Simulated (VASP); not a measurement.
# Si3Sn (P-6m2) in VASP: a series of runs

Si3Sn is run at these levels: PBE; tasks: single point, relaxation of cell and atoms.

All numbers are computed with VASP 6.6.1; they aren't measurements. Logs are shortened: lines on timing, memory, paths and dates and some standing lists are left out, and cuts for length are marked.

### 1 The cell of the first run

The structure is hexagonal, space group P-6m2 (No. 187). Conventional cell: a = 2.825 Å, b = 2.825 Å, c = 10.656 Å, α = 90.00°, β = 90.00°, γ = 120.00°. Si (site symmetry -6m2) has 12 Si at 2.83 to 3.12 Å within 3.7 Å. Within 3.7 Å of Si (site symmetry 3m) lie 9 Si at 2.83 to 3.12 Å and 3 Sn at 3.12 Å. Sn (site symmetry -6m2) has 6 Sn at 2.83 Å and 6 Si at 3.12 Å within 3.7 Å.

### 2 Single point, PBE

File INCAR:

```
PREC = Accurate
ENCUT = 520
EDIFF = 1E-7
ISMEAR = 0
SIGMA = 0.1
LREAL = F
LASPH = T
NELM = 80
ALGO = Normal
ISIF = 2
LWAVE = F
LCHARG = T
GGA = PE
LELF = T
LVHAR = T
NBANDS = 21
```

File KPOINTS:

```
regular mesh
0
Gamma
  6 6 2
```

File POSCAR:

```
Si3Sn
1.0
    2.8252403700      0.0000000000      0.0000000000
   -1.4126201900      2.4467299300      0.0000000000
    0.0000000000      0.0000000000     10.6558517000
Si Sn
3 1
Direct
    0.3333333300      0.6666666700      0.0000000000
    0.6666666700      0.3333333300      0.2500000000
    0.6666666700      0.3333333300      0.7500000000
    0.3333333300      0.6666666700      0.5000000000
```

Potentials or basis: VASP PAW PBE potentials, release 64 (Si, Sn_d).

Run with:

```bash
> cat potpaw_PBE.64/Si/POTCAR potpaw_PBE.64/Sn_d/POTCAR > POTCAR
> mpirun -np 1 vasp_std > vasp.out
```

OUTCAR:

```text
PREC = Accurate
   ENCUT = 520
   EDIFF = 1E-7
   ISMEAR = 0
   LREAL = F
   LASPH = T
   NELM = 80
   ISIF = 2
   GGA = PE

 ion  position               nearest neighbor table
   1  0.333  0.667  0.000-   2 3.12   3 3.12   2 3.12   3 3.12   2 3.12   3 3.12
   2  0.667  0.333  0.250-   1 3.12   4 3.12   1 3.12   4 3.12   1 3.12   4 3.12
   3  0.667  0.333  0.750-   1 3.12   4 3.12   1 3.12   4 3.12   1 3.12   4 3.12
   4  0.333  0.667  0.500-   2 3.12   3 3.12   2 3.12   3 3.12   2 3.12   3 3.12

  LATTYP: Found a hexagonal cell.
 ALAT       =     2.8252403700
 C/A-ratio  =     3.7716619843

  Lattice vectors:

 A1 = (   2.8252403700,   0.0000000000,   0.0000000000)
 A2 = (  -1.4126201900,   2.4467299300,   0.0000000000)
 A3 = (   0.0000000000,   0.0000000000,  10.6558517000)

Analysis of symmetry for initial positions (statically):
=====================================================================
 Subroutine PRICEL returns:
 Original cell was already a primitive cell.

 Routine SETGRP: Setting up the symmetry group for a
 hexagonal supercell.

 Subroutine GETGRP returns: Found 12 space group operations
 (whereof 12 operations were pure point group operations)
 out of a pool of 24 trial point group operations.

The static configuration has the point symmetry D_3h.

Analysis of symmetry for dynamics (positions and initial velocities):
=====================================================================
 Subroutine PRICEL returns:
 Original cell was already a primitive cell.

 Routine SETGRP: Setting up the symmetry group for a
 hexagonal supercell.

 Subroutine GETGRP returns: Found 12 space group operations
 (whereof 12 operations were pure point group operations)
 out of a pool of 24 trial point group operations.

The dynamic configuration has the point symmetry D_3h.

 Subroutine INISYM returns: Found 12 space group operations
 (whereof 12 operations are pure point group operations),
 and found     1 'primitive' translations

----------------------------------------------------------------------------------------

                                     Primitive cell

  volume of cell :      73.6596

  direct lattice vectors                    reciprocal lattice vectors
     2.825240370  0.000000000  0.000000000     0.353952184  0.204354390  0.000000000
    -1.412620190  2.446729930  0.000000000     0.000000000  0.408708778  0.000000000
     0.000000000  0.000000000 10.655851700     0.000000000  0.000000000  0.093845150

  length of vectors
     2.825240370  2.825240371 10.655851700     0.408708778  0.408708778  0.093845150

  position of ions in fractional coordinates (direct lattice)
     0.333333330  0.666666670  0.000000000
     0.666666670  0.333333330  0.250000000
     0.666666670  0.333333330  0.750000000
     0.333333330  0.666666670  0.500000000

  ion indices of the primitive-cell ions
   primitive index   ion index
                 1           1
                 2           2
                 3           3
                 4           4

----------------------------------------------------------------------------------------

 KPOINTS: regular mesh

Automatic generation of k-mesh.
 Grid dimensions read from file:
 generate k-points for:    6    6    2

 Generating k-lattice:

  Cartesian coordinates                     Fractional coordinates (reciprocal lattice)
     0.058992031  0.034059065  0.000000000     0.166666667 -0.000000000  0.000000000
     0.000000000  0.068118130  0.000000000     0.000000000  0.166666667  0.000000000
     0.000000000  0.000000000  0.046922575     0.000000000  0.000000000  0.500000000

  Length of vectors
     0.068118130  0.068118130  0.046922575

  Shift w.r.t. Gamma in fractional coordinates (k-lattice)
     0.000000000  0.000000000  0.000000000

 Subroutine IBZKPT returns following result:
 ===========================================

 Found     14 irreducible k-points:

 Following reciprocal coordinates:
            Coordinates               Weight
  0.000000  0.000000  0.000000      1.000000
  0.166667  0.000000  0.000000      6.000000
  0.333333  0.000000  0.000000      6.000000
  0.500000  0.000000  0.000000      3.000000
  0.166667  0.166667  0.000000      6.000000
  0.333333  0.166667  0.000000     12.000000
  0.333333  0.333333  0.000000      2.000000
  0.000000  0.000000  0.500000      1.000000
  0.166667  0.000000  0.500000      6.000000
  0.333333  0.000000  0.500000      6.000000
  0.500000  0.000000  0.500000      3.000000
  0.166667  0.166667  0.500000      6.000000
  0.333333  0.166667  0.500000     12.000000
  0.333333  0.333333  0.500000      2.000000
   k-points           NKPTS =     14   k-points in BZ     NKDIM =     14   number of bands    NBANDS=     21
   number of dos      NEDOS =    301   number of ions     NIONS =      4
   total plane-waves  NPLWV =  46080
   dimension x,y,z NGX =    24 NGY =   24 NGZ =   80
   dimension x,y,z NGXF=    48 NGYF=   48 NGZF=  160
   ions per type =               3   1
   NGX,Y,Z   is equivalent  to a cutoff of  14.12, 14.12, 12.48 a.u.
   NGXF,Y,Z  is equivalent  to a cutoff of  28.24, 28.24, 24.96 a.u.
 SYSTEM =  unknown system
   PREC   = accura    normal or accurate (medium, high low for compatibility)
   ISTART =      0    job   : 0-new  1-cont  2-samecut
   ICHARG =      2    charge: 1-file 2-atom 10-const
   ISPIN  =      1    spin polarized calculation?
   LNONCOLLINEAR =      F non collinear calculations
   LSORBIT =      F    spin-orbit coupling
   LASPH  =      T    aspherical Exc in radial PAW
   ENCUT  =  520.0 eV  38.22 Ry    6.18 a.u.   5.25  5.25 19.81*2*pi/ulx,y,z
   NELM   =     80;   NELMIN=  2; NELMDL= -5     # of ELM steps
   EDIFF  = 0.1E-06   stopping-criterion for ELM
   LREAL  =      F    real-space projection
   EDIFFG = 0.1E-05   stopping-criterion for IOM
   NSW    =      0    number of steps for IOM
   IBRION =     -1    ionic relax: 0-MD 1-quasi-New 2-CG
   NFREE  =      0    steps in history (QN), initial steepest desc. (CG)
   ISIF   =      2    stress and relaxation
   ISYM   =      2    0-nonsym 1-usesym 2-fastsym
   POTIM  = 0.5000    time-step for ionic-motion
   TEBEG  =    0.0;   TEEND  =   0.0 temperature during run
   PSTRESS=    0.0 pullay stress
   NELECT =      26.0000    total number of electrons
   NUPDOWN=      -1.0000    fix difference up-down
   EMIN   =  10.00;   EMAX   =-10.00  energy-range for DOS
   EFERMI =   0.00;   METHOD = LEGACY
   ISMEAR =     0;   SIGMA  =   0.10  broadening in eV -4-tet -1-fermi 0-gaus
   EFERMI_NEDOS =   21; number of points for ismear=-14 and -15
   IALGO  =     38    algorithm
   IMIX   =      4    mixing-type and parameters
     AMIX     =   0.40;   BMIX     =  1.00
     AMIX_MAG =   1.60;   BMIX_MAG =  1.00
  volume/ion in A,a.u.               =      18.41       124.27
  Fermi-wavevector in a.u.,A,eV,Ry     =   1.156972  2.186360 18.212535  1.338584
  Thomas-Fermi vector in A             =   2.293587
   LORBIT       =      0    0 simple, 1 ext, 2 COOP (PROOUT), +10 PAW based schemes
   GGA     = PE    functional components
   LHFCALC =     F    Hartree Fock is set to
   AEXX    =    0.0000 exact exchange contribution
   IVDW    =     0    specifies the selected vdW correction
   LEPSILON=     F    determine dielectric tensor
   LRPA    =     F    only Hartree local field effects (RPA)
 non-spin polarized calculation
 Gauss-broadening in eV      SIGMA  =   0.10
  energy-cutoff  :      520.00
  volume of cell :       73.66
 maximum number of plane-waves:      2004
 NGX is ok and might be reduce to    24

 number of electron      26.0000006 magnetization

 Free energy of the ion-electron system (eV)
  ---------------------------------------------------
  ext. energy  EPLUGINS =         0.00000000
  ---------------------------------------------------
  free energy    TOTEN  =       -16.95675587 eV

  energy without entropy =      -16.93522430  energy(sigma->0) =      -16.94599009

 E-fermi :   9.0748     XC(G=0): -10.7463

 val. band max:        9.0408728839   @ k =   0.3333   0.1667   0.5000
 cond. band min:       9.1369584042   @ k =   0.3333   0.1667   0.0000
 fundamental gap:      0.0960855203
 Fermi energy:         9.0748153270

 k-point     1 :       0.0000    0.0000    0.0000
  band No.  band energies     occupation
      1     -13.2056      2.00000
      2     -13.1185      2.00000
      3     -13.1185      2.00000
      4     -12.6748      2.00000
      5     -12.6748      2.00000
      6      -4.4007      2.00000
[... 13 lines left out ...]
     20      18.2202      0.00000
     21      20.1691      0.00000

 k-point     2 :       0.1667    0.0000    0.0000
  band No.  band energies     occupation
      1     -13.2081      2.00000
      2     -13.0455      2.00000
      3     -12.9660      2.00000
      4     -12.7746      2.00000
      5     -12.6956      2.00000
      6      -3.6831      2.00000
[... 13 lines left out ...]
     20      16.7384      0.00000
     21      17.7757      0.00000

 k-point     3 :       0.3333    0.0000    0.0000
  band No.  band energies     occupation
      1     -13.3483      2.00000
      2     -12.9647      2.00000
      3     -12.7774      2.00000
      4     -12.7371      2.00000
      5     -12.6496      2.00000
      6      -1.4928      2.00000
[... 13 lines left out ...]
     20      14.9247      0.00000
     21      16.0337      0.00000

 k-point     4 :       0.5000    0.0000    0.0000
  band No.  band energies     occupation
      1     -13.4204      2.00000
      2     -13.0555      2.00000
      3     -12.7578      2.00000
      4     -12.6480      2.00000
      5     -12.4853      2.00000
      6       1.8009      2.00000
[... 13 lines left out ...]
     20      14.2398      0.00000
     21      15.0970      0.00000

 k-point     5 :       0.1667    0.1667    0.0000
  band No.  band energies     occupation
      1     -13.1787      2.00000
      2     -13.0203      2.00000
      3     -12.9000      2.00000
      4     -12.7455      2.00000
      5     -12.6926      2.00000
      6      -2.2229      2.00000
[... 13 lines left out ...]
     20      14.2662      0.00000
     21      14.8176      0.00000

 k-point     6 :       0.3333    0.1667    0.0000
  band No.  band energies     occupation
      1     -13.2303      2.00000
      2     -13.0065      2.00000
      3     -12.8086      2.00000
      4     -12.7662      2.00000
      5     -12.5778      2.00000
      6       0.6832      2.00000
[... 13 lines left out ...]
     20      12.4849      0.00000
     21      12.7328      0.00000

 k-point     7 :       0.3333    0.3333    0.0000
  band No.  band energies     occupation
      1     -12.9391      2.00000
      2     -12.9328      2.00000
      3     -12.8890      2.00000
      4     -12.8837      2.00000
      5     -12.7155      2.00000
      6       3.7503      2.00000
[... 13 lines left out ...]
     20      12.9211      0.00000
     21      13.2682      0.00000

 k-point     8 :       0.0000    0.0000    0.5000
  band No.  band energies     occupation
      1     -13.2056      2.00000
      2     -13.1185      2.00000
      3     -13.1185      2.00000
      4     -12.6748      2.00000
      5     -12.6748      2.00000
      6      -4.3429      2.00000
[... 13 lines left out ...]
     20      19.9951      0.00000
     21      20.1353      0.00000

 k-point     9 :       0.1667    0.0000    0.5000
  band No.  band energies     occupation
      1     -13.2081      2.00000
      2     -13.0455      2.00000
      3     -12.9660      2.00000
      4     -12.7746      2.00000
      5     -12.6956      2.00000
      6      -3.6213      2.00000
[... 13 lines left out ...]
     20      16.9940      0.00000
     21      18.1411      0.00000

 k-point    10 :       0.3333    0.0000    0.5000
  band No.  band energies     occupation
      1     -13.3483      2.00000
      2     -12.9647      2.00000
      3     -12.7773      2.00000
      4     -12.7371      2.00000
      5     -12.6496      2.00000
      6      -1.4067      2.00000
[... 13 lines left out ...]
     20      15.4188      0.00000
     21      15.9614      0.00000

 k-point    11 :       0.5000    0.0000    0.5000
  band No.  band energies     occupation
      1     -13.4204      2.00000
      2     -13.0555      2.00000
      3     -12.7578      2.00000
      4     -12.6480      2.00000
      5     -12.4853      2.00000
      6       1.9722      2.00000
[... 13 lines left out ...]
     20      14.8688      0.00000
     21      15.3930      0.00000

 k-point    12 :       0.1667    0.1667    0.5000
  band No.  band energies     occupation
      1     -13.1787      2.00000
      2     -13.0203      2.00000
      3     -12.9000      2.00000
      4     -12.7455      2.00000
      5     -12.6926      2.00000
      6      -2.1468      2.00000
[... 13 lines left out ...]
     20      13.7127      0.00000
     21      13.8683      0.00000

 k-point    13 :       0.3333    0.1667    0.5000
  band No.  band energies     occupation
      1     -13.2303      2.00000
      2     -13.0065      2.00000
      3     -12.8086      2.00000
      4     -12.7662      2.00000
      5     -12.5778      2.00000
      6       0.8151      2.00000
[... 13 lines left out ...]
     20      12.8913      0.00000
     21      13.1381      0.00000

 k-point    14 :       0.3333    0.3333    0.5000
  band No.  band energies     occupation
      1     -12.9391      2.00000
      2     -12.9328      2.00000
      3     -12.8890      2.00000
      4     -12.8837      2.00000
      5     -12.7155      2.00000
      6       3.9393      2.00000
[... 13 lines left out ...]
     20      11.7492      0.00000
     21      12.2904      0.00000

------------------------ aborting loop because EDIFF is reached ----------------------------------------

  FORCE on cell =-STRESS in cart. coord.  units (eV):
  Direction    XX          YY          ZZ          XY          YZ          ZX
  --------------------------------------------------------------------------------------
  -------------------------------------------------------------------------------------
  Total        2.5496045      2.5496045      2.2749165     -0.0000000      0.0000000      0.0000000
  in kB       55.4566717     55.4566716     49.4819074     -0.0000001      0.0000000      0.0000000
  external PRESSURE =      53.4650836 kB  Pullay stress =       0.0000000 kB

 VOLUME and BASIS-vectors are now :
 -----------------------------------------------------------------------------
  energy-cutoff  :      520.00
  volume of cell :       73.66
      direct lattice vectors                 reciprocal lattice vectors
     2.825240370  0.000000000  0.000000000     0.353952184  0.204354390  0.000000000
    -1.412620190  2.446729930  0.000000000     0.000000000  0.408708778  0.000000000
     0.000000000  0.000000000 10.655851700     0.000000000  0.000000000  0.093845150

 POSITION                                       TOTAL-FORCE (eV/Angst)
 -----------------------------------------------------------------------------------
     -0.00000      1.63115      0.00000         0.000000     -0.000000      0.000000
      1.41262      0.81558      2.66396         0.000000      0.000000     -0.898961
      1.41262      0.81558      7.99189         0.000000     -0.000000      0.898961
     -0.00000      1.63115      5.32793        -0.000000     -0.000000      0.000000
 -----------------------------------------------------------------------------------
    total drift:                                0.000005     -0.000003     -0.000000

  FREE ENERGIE OF THE ION-ELECTRON SYSTEM (eV)
  ---------------------------------------------------
  free  energy   TOTEN  =       -16.9567558696 eV

  energy  without entropy=      -16.9352243041  energy(sigma->0) =      -16.94599009
```

It took 18 s on 1 thread of AMD EPYC 9R45 (Zen 5), shared host; peak memory 0.17 GiB.

Results:

| Property | Result |
| --- | --- |
| Free energy | -16.9568 eV |
| Pressure | 5.3 GPa |
| Largest force | 0.899 eV/Å |
| Band gap on the k mesh | zero (bands 13 and 14 overlap by 8.70 eV) |

Forces in eV/Å, atoms in the order of the input:
```
Si   0.000  0.000  0.000
Si   0.000  0.000 -0.899
Si   0.000  0.000  0.899
Sn   0.000  0.000  0.000
```

Stress tensor (GPa, compression positive):
```
5.55 0.00 0.00
0.00 5.55 0.00
0.00 0.00 4.95
```

Levels at points of the mesh, in eV from the Fermi level:
```
           k point  band 11  band 12  band 13  band 14  band 15  band 16
(0.00, 0.00, 0.00)    -1.25    -1.10     5.81     8.29     8.29     8.41
(0.50, 0.00, 0.00)    -5.21    -3.14    -2.80    -1.12     0.58     3.06
(0.00, 0.00, 0.50)    -4.28     2.66     2.67     8.33     8.33     8.63
(0.50, 0.00, 0.50)    -4.45    -3.92    -3.86     0.81     0.81     1.88
```

Caveat: the k points lie up to 0.43 Å⁻¹ apart, too coarse for converged energies and pressures of a metal; spin-orbit coupling is left out, which moves the levels of the heavy elements.

### 3 Single point, PBE

This run uses another cell than the first one, of the same volume but with other edges.

File INCAR:

```
PREC     = Accurate       # precision mode
ENCUT    = 520            # plane-wave cutoff, eV
EDIFF    = 1E-6           # SCF threshold, eV
ISMEAR   = 0              # smearing method
SIGMA    = 0.1            # smearing width, eV
LREAL    = False          # projectors in reciprocal space
LASPH    = True           # aspherical terms in the spheres
NELM     = 60             # most SCF steps
ALGO     = Normal         # electronic algorithm
ISIF     = 2              # what is computed and relaxed
LWAVE    = False          # write WAVECAR
LCHARG   = False          # write CHGCAR
GGA      = PE             # functional
NBANDS   = 21             # bands
```

KPOINTS is that of step 2.

File POSCAR:

```
Si3Sn
1.0
    3.0474871002      0.0000000031      0.0000000000
   -1.5237435528      2.6392012450      0.0000000000
    0.0000000000      0.0000000000      9.1483777141
Si Sn
3 1
Direct
    0.3333333333      0.6666666667      0.0000000000
    0.6666666667      0.3333333333      0.2095603828
    0.6666666667      0.3333333333      0.7904396172
    0.3333333333      0.6666666667      0.5000000000
```

Potentials or basis: VASP PAW PBE potentials, release 64 (Si, Sn_d).

Run with:

```bash
> cat potpaw_PBE.64/Si/POTCAR potpaw_PBE.64/Sn_d/POTCAR > POTCAR
> mpirun -np 1 vasp_std > vasp.out
```

Wall time 13 s (1 thread of AMD EPYC 9R45 (Zen 5), shared host); peak memory 0.16 GiB.

The run converged. Its results:

| Property | Result |
| --- | --- |
| Free energy | -17.9768 eV |
| Pressure | 0.1 GPa |
| Largest force | 0.006 eV/Å |
| Band gap on the k mesh | zero (bands 13 and 14 overlap by 7.06 eV) |

Forces in eV/Å, atoms in the order of the input:
```
Si   0.000  0.000  0.000
Si   0.000  0.000 -0.006
Si   0.000  0.000  0.006
Sn   0.000  0.000  0.000
```

Stress tensor (GPa, compression positive):
```
0.18 0.00 0.00
0.00 0.18 0.00
0.00 0.00 0.01
```

Levels at points of the mesh, in eV from the Fermi level:
| k point | band 8 | band 9 | band 10 | band 11 | band 12 | band 13 | band 14 | band 15 | band 16 | band 17 |
| --- | --- | --- | --- | --- | --- | --- | --- | --- | --- | --- |
| (0.00, 0.00, 0.00) | -10.90 | -5.86 | -5.22 | 2.43 | 3.37 | 4.49 | 4.49 | 6.27 | 6.27 | 6.77 |
| (0.50, 0.00, 0.00) | -6.47 | -6.01 | -5.10 | -5.05 | -1.25 | -0.92 | -0.32 | 0.99 | 1.01 | 3.08 |
| (0.00, 0.00, 0.50) | -9.60 | -7.92 | -2.11 | -1.26 | 4.50 | 4.50 | 6.18 | 6.18 | 6.78 | 6.78 |
| (0.50, 0.00, 0.50) | -7.06 | -6.04 | -4.63 | -3.74 | -3.38 | -2.01 | 1.03 | 1.68 | 2.74 | 3.21 |

Caveat: the k points lie up to 0.40 Å⁻¹ apart, too coarse for converged energies and pressures of a metal; spin-orbit coupling is left out, which moves the levels of the heavy elements.

(Continued in part 2 of 2.)
